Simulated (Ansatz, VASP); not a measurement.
Two plane-wave programs on I

File POSCAR:

```
I
1.0
    3.8674937007     -2.3182098157      0.0000000000
    3.8674937007      2.3182098157      0.0000000000
    0.0000000000      0.0000000000      9.8571740622
I
4
Direct
    0.8444604923      0.1555395077      0.8799806154
    0.3444604923      0.6555395077      0.6200193846
    0.1555395077      0.8444604923      0.1200193846
    0.6555395077      0.3444604923      0.3799806154
```

INCAR.step1

```
ALGO     = Normal         # electronic algorithm
EDIFF    = 1E-4           # SCF threshold, eV
ENCUT    = 520            # plane-wave cutoff, eV
GGA      = PE             # functional
ISMEAR   = 0              # smearing method
LASPH    = True           # aspherical terms in the spheres
LCHARG   = False          # write CHGCAR
LREAL    = False          # projectors in reciprocal space
LWAVE    = True           # write WAVECAR
NBANDS   = 22             # bands
NELM     = 80             # most SCF steps
PREC     = Accurate       # precision mode
SIGMA    = 0.02           # smearing width, eV
```

Contents of INCAR.step2:

```
ALGO     = Normal         # electronic algorithm
EDIFF    = 1E-6           # SCF threshold, eV
ENCUT    = 520            # plane-wave cutoff, eV
ISIF     = 2              # what is computed and relaxed
ISMEAR   = 0              # smearing method
ISTART   = 1            
LASPH    = True           # aspherical terms in the spheres
LCHARG   = False          # write CHGCAR
LMIXTAU  = True         
LREAL    = False          # projectors in reciprocal space
LWAVE    = False          # write WAVECAR
METAGGA  = R2SCAN         # meta-GGA
NBANDS   = 22             # bands
NELM     = 80             # most SCF steps
PREC     = Accurate       # precision mode
SIGMA    = 0.02           # smearing width, eV
```

Contents of KPOINTS:

```
k-points
0
Gamma
  8 8 4
```

Input for Ansatz:

```yaml
crystal:
  lattice:
    - [3.8674937007, -2.3182098157, 0.0]
    - [3.8674937007, 2.3182098157, 0.0]
    - [0.0, 0.0, 9.8571740622]
  atoms:
    - { symbol: I, position: [0.8444604923, 0.1555395077, 0.8799806154] }
    - { symbol: I, position: [0.3444604923, 0.6555395077, 0.6200193846] }
    - { symbol: I, position: [0.1555395077, 0.8444604923, 0.1200193846] }
    - { symbol: I, position: [0.6555395077, 0.3444604923, 0.3799806154] }
basis:
  ecutwfc: 500
kpoints:
  mp_grid: { grid: [8, 8, 4] }
  band_path:
    path:
      - [[0.0, 0.0, 0.0], [0.5, 0.5, 0.0], [0.33982273, 0.66017727, 0.0]]
      - [[-0.33982273, 0.33982273, 0.0], [0.0, 0.0, 0.0], [0.0, 0.0, 0.5], [-0.33982273, 0.33982273, 0.5]]
      - [[0.33982273, 0.66017727, 0.5], [0.5, 0.5, 0.5], [0.5, 0.5, 0.0]]
      - [[0.0, 0.0, 0.0], [0.0, 0.5, 0.0], [0.0, 0.5, 0.5], [0.0, 0.0, 0.5], [0.5, 0.5, 0.5]]
    npoints: 14
hamiltonian:
  xc: r2scan
scf:
  occupations: { method: gaussian, width: 0.02 }
  n_extra_bands: 10
output:
  forces: true
  stress: true
  eigenvalues: true
  populations: true
  dos: { projected: true, de: 0.02, nscf_kmesh: { grid: [12, 12, 6] } }
  bader: true
  write_density: true
  write_potential: true
  elf: true
  volumetric_format: npy
```

Alike in both runs: task single point; functional r2SCAN; k mesh 8 × 8 × 4; occupations gaussian, width 0.02 eV; no spin polarisation.

```csv
,VASP,Ansatz
version,VASP 6.6.1,Ansatz 0.2.0
potentials or method,"VASP PAW PBE potentials, release 64 (I), cutoff 520 eV","scalar-relativistic, plane waves, PAW"
valence electrons in the cell,28,68
```

Ansatz gave:

| Quantity | Value |
| --- | --- |
| gap on the k mesh at the Fermi level (eV) | 1.24 |
| least direct gap on the mesh (eV) | 1.32 |
| pressure (GPa) | 0.0 |
| rms of the force components (eV/Å) | 0.001 |

Question: Which values does VASP return?

Answer: gap on the k mesh at the Fermi level (eV): 1.23; least direct gap on the mesh (eV): 1.31; pressure (GPa): -0.1; rms of the force components (eV/Å): 0.003.

VASP's potentials were made for PBE, not for r2SCAN. Atom by atom the forces differ by 0.002 eV/Å (rms over components). VASP's potentials hold 28 valence electrons a cell and Ansatz's 68, so a difference there can come from the potentials and not from the codes.

Spin-orbit coupling is off throughout.
